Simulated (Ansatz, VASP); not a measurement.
**FePt: VASP beside Ansatz**

Contents of INCAR:

```
SYSTEM = FePt
PREC = Accurate
ENCUT = 520
EDIFF = 1E-6
ISMEAR = -1
SIGMA = 0.05
LREAL = .False.
LASPH = .True.
NELM = 150
ALGO = Normal
ISIF = 2
LWAVE = .False.
LCHARG = .False.
MAGMOM = 0 0 0 3 0 0
LORBIT = 11
LSORBIT = .True.
GGA_COMPAT = .False.
LORBMOM = .True.
LMAXMIX = 4
GGA = PE
NBANDS = 30
```

KPOINTS

```
Automatic mesh
0
Gamma
  7 7 5
  0 0 0
```

File POSCAR:

```
FePt
1.0
    2.7235000000      0.0000000000      0.0000000000
    0.0000000000      2.7235000000      0.0000000000
    0.0000000000      0.0000000000      3.7200000000
Pt Fe
1 1
Direct
    0.5000000000      0.5000000000      0.5000000000
    0.0000000000      0.0000000000      0.0000000000
```

Contents of input.yaml:

```yaml
crystal:
  lattice:
    - [2.7235, 0.0, 0.0]
    - [0.0, 2.7235, 0.0]
    - [0.0, 0.0, 3.72]
  atoms:
    - { symbol: Pt, position: [0.5, 0.5, 0.5] }
    - { symbol: Fe, position: [0.0, 0.0, 0.0], spin: 3.0, spin_axis: [1.0, 0.0, 0.0] }
kpoints:
  mp_grid: { grid: [7, 7, 5] }
  band_path:
    path:
      - [0.0, 0.0, 0.0]
      - [0.0, 0.5, 0.0]
      - [0.5, 0.5, 0.0]
      - [0.0, 0.0, 0.0]
      - [0.0, 0.0, 0.5]
      - [0.0, 0.5, 0.5]
      - [0.5, 0.5, 0.5]
      - [0.0, 0.0, 0.5]
    npoints: 8
scf:
  occupations: { method: fermi_dirac, width: 0.05 }
hamiltonian:
  xc: pbe
  pseudopotentials: { kind: all_electron, lapw: { basis_error: 0.001 } }
magnetization:
  noncollinear: true
  spin_orbit: true
output:
  forces: true
  stress: true
  eigenvalues: true
```

Alike in both runs: functional PBE; k mesh 7 × 7 × 5; occupations fermi-dirac, width 0.05 eV; non-collinear spin, spin-orbit coupling.

|  | VASP | Ansatz |
| --- | --- | --- |
| version | VASP 6.6.1 | Ansatz 0.2.0 |
| potentials or method | VASP PAW PBE potentials, release 64 (Pt, Fe), cutoff 520 eV | all-electron LAPW, relativistic spinors |
| task | single point | band structure |

VASP gave:

* pressure (GPa): 2.9
* traceless stress, the component that is largest in VASP (GPa): 0.75
* net moment per atom (μB): 1.62

Problem. What did Ansatz give for the same quantities?

Solution. Pressure (GPa): 3.0; traceless stress, the component that is largest in VASP (GPa): 0.75; net moment per atom (μB): 1.62.

Ansatz ran all-electron here, and VASP with PAW potentials.

Noted on Ansatz's run: the k mesh is thin for a metal, which can move the energy by tens of meV per atom; the magnetic state may not be the lowest.
